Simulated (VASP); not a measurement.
Write the native input for VASP 6.6.1 that does the following.

- Task: single point
- Functional: PBE
- Potentials or basis: VASP PAW PBE potentials, release 64 (Tl_d, Si, W_sv)
- Cutoff: 520 eV
- k mesh: 4 × 4 × 4
- Occupations: fermi-dirac, width 0.1 eV
- Spin: no spin polarisation
- Dipole correction: no
- Further INCAR settings: ALGO = Normal; EDIFF = 1e-07; NBANDS = 55

The structure of TlSiW2 lies in POSCAR:

```
TlSiW2
1.0
    0.0000000000      0.0000000000      5.8307960000
    3.6586720000     -3.6586720000      2.9153980000
    3.6586720000      3.6586720000     -2.9153980000
Tl Si W
2 2 4
Direct
    0.2500000000      0.0000000000      0.0000000000
    0.7500000000      0.0000000000      0.0000000000
    0.7500000000      0.5000000000      0.5000000000
    0.2500000000      0.5000000000      0.5000000000
    0.6570000000      0.5000000000      0.8140000000
    0.1570000000      0.1860000000      0.5000000000
    0.3430000000      0.5000000000      0.1860000000
    0.8430000000      0.8140000000      0.5000000000
```

The input as run:

INCAR

```
SYSTEM = TlSiW2
PREC = Accurate
ENCUT = 520
EDIFF = 1E-7
ISMEAR = -1
SIGMA = 0.1
LREAL = .False.
LASPH = .True.
NELM = 100
ALGO = Normal
ISIF = 2
LWAVE = .False.
LCHARG = .True.
GGA = PE
LELF = .True.
LVHAR = .True.
NBANDS = 55
```

KPOINTS

```
regular mesh
0
Gamma
  4 4 4
  0 0 0
```

Potentials or basis: VASP PAW PBE potentials, release 64 (Tl_d, Si, W_sv).

Command:

```console
$ cat potpaw_PBE.64/Tl_d/POTCAR potpaw_PBE.64/Si/POTCAR potpaw_PBE.64/W_sv/POTCAR > POTCAR
$ mpirun -np 1 vasp_std > vasp.out
```

It gave:

```yaml
Pressure: 13.7 GPa
Largest_force: 5.531 eV/Å
Band_gap_on_the_k_mesh: zero (bands 45 and 46 overlap by 0.51 eV)
```

Caveat: the cell stands under pressure; spin-orbit coupling is left out, which moves the levels of the heavy elements; forces of over 1 eV/Å act on the atoms, so gaps and moduli don't describe the material at rest.

Wall time 4.3 min on 1 thread of Intel Xeon 8259CL, on a shared host, peak memory 0.37 GiB.
